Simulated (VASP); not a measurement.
Here is a VASP 6.6.1 calculation.

INCAR

```
PREC = Accurate
ENCUT = 520
EDIFF = 1E-6
ISMEAR = 0
SIGMA = 0.1
LREAL = False
LASPH = True
NELM = 100
ALGO = Normal
ISIF = 2
LWAVE = False
LCHARG = False
GGA = PE
NBANDS = 32
```

Contents of KPOINTS:

```
Automatic mesh
0
Gamma
  6 6 6
```

Contents of POSCAR:

```
InPt3C
1.0
    4.2585900000      0.0000000000      0.0000000000
    0.0000000000      4.2585900000      0.0000000000
    0.0000000000      0.0000000000      4.2585900000
In Pt C
1 3 1
Direct
    0.0000000000      0.0000000000      0.0000000000
    0.5000000000      0.0000000000      0.5000000000
    0.5000000000      0.5000000000      0.0000000000
    0.0000000000      0.5000000000      0.5000000000
    0.5000000000      0.5000000000      0.5000000000
```

Potentials or basis: VASP PAW PBE potentials, release 64 (In_d, Pt, C).

Run with:

```console
$ cat potpaw_PBE.64/In_d/POTCAR potpaw_PBE.64/Pt/POTCAR potpaw_PBE.64/C/POTCAR > POTCAR
$ mpirun -np 1 vasp_std > vasp.out
```

(1) What does it give for the pressure?

Answers

(1) -0.9 GPa.
